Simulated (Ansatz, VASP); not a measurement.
**One calculation of W, two programs**

```
W
1.0
     0.00000    2.10045    1.66607
     2.10045    0.00000    1.66607
     2.10045    2.10045    0.00000
W
1
Cartesian
  0.0000 0.0000 0.0000
```

Alike in both runs: task single point; functional PBEsol; k mesh 22 × 22 × 22; occupations gaussian, width 0.15 eV; no spin polarisation.

```csv
,VASP,Ansatz
version,VASP 6.6.1,Ansatz 0.2.0
potentials or method,"VASP PAW PBE potentials, release 64 (W_sv), cutoff 500 eV","scalar-relativistic, plane waves, PAW"
valence electrons in the cell,14,14
```

|  | VASP | Ansatz | Ansatz less VASP |
| --- | --- | --- | --- |
| gap on the k mesh at the Fermi level (eV) | none | none | - |
| pressure (GPa) | 27.2 | 26.3 | -0.94 |
| traceless stress, the component that is largest in VASP (GPa) | -23.39 | -23.41 | -0.021 |

VASP's potentials were made for PBE, not for PBEsol, and Ansatz warns of the same on its side. A gap of «none» marks a metal or a gap that the smearing closes. The functional is the same, so the differences come from potentials, cutoffs and numerics.

Neither program's run includes spin-orbit coupling.
